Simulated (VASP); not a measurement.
A run of VASP 6.6.1:

The input INCAR:

```
SYSTEM = Si2Ni
PREC     = Accurate       ! precision mode
ENCUT    = 600            ! plane-wave cutoff, eV
EDIFF    = 1E-7           ! SCF threshold, eV
ISMEAR   = 0              ! smearing method
SIGMA    = 0.1            ! smearing width, eV
LREAL    = .FALSE.        ! projectors in reciprocal space
LASPH    = .TRUE.         ! aspherical terms in the spheres
NELM     = 200            ! most SCF steps
ALGO     = Normal         ! electronic algorithm
ISIF     = 3              ! what is computed and relaxed
LWAVE    = .FALSE.        ! write WAVECAR
LCHARG   = .FALSE.        ! write CHGCAR
ISPIN    = 2              ! spin polarisation
MAGMOM   = 0 0 0 0 0 0 0 0 2 2 2 2 ! initial moments
LORBIT   = 11             ! projections on sites
LMAXMIX  = 4              ! l up to which the mixer works
GGA      = PE             ! functional
IBRION   = 2              ! ionic algorithm
NSW      = 80             ! ionic steps
EDIFFG   = -0.015         ! ionic threshold
GGA_COMPAT= .FALSE.      
NELMIN   = 4            
KPAR     = 4
```

The input KPOINTS:

```
Automatic mesh
0
G
  6 6 6
  0 0 0
```

The input POSCAR:

```
Si2Ni
1.0
    5.4467888498      0.0000000000      0.0000000000
    0.0000000000     -5.4467888498      0.0000000000
    0.0000000000      0.0000000000     -5.4467888498
Si Ni
8 4
Direct
    0.2500000000      0.2500000000      0.2500000000
    0.7500000000      0.7500000000      0.2500000000
    0.7500000000      0.2500000000      0.7500000000
    0.2500000000      0.7500000000      0.7500000000
    0.7500000000      0.7500000000      0.7500000000
    0.2500000000      0.2500000000      0.7500000000
    0.2500000000      0.7500000000      0.2500000000
    0.7500000000      0.2500000000      0.2500000000
    0.0000000000      0.0000000000      0.0000000000
    0.5000000000      0.5000000000      0.0000000000
    0.5000000000      0.0000000000      0.5000000000
    0.0000000000      0.5000000000      0.5000000000
```

Potentials or basis: VASP PAW PBE potentials, release 64 (Si, Ni).

Run with:

```sh
$ cat potpaw_PBE.64/Si/POTCAR potpaw_PBE.64/Ni/POTCAR > POTCAR
$ mpirun -np 4 vasp_std > vasp.out
```

Hardware: 4 MPI ranks on Oxide Virtual Turin-like Processor, on a shared host.

**Question.** Estimate the wall time of this run.

**Answer.** It took 7.6 min on 4 MPI ranks on Oxide Virtual Turin-like Processor (shared host), peak memory 0.57 GiB a rank. Counts: scf iterations 28, k points 20, ion steps 2.
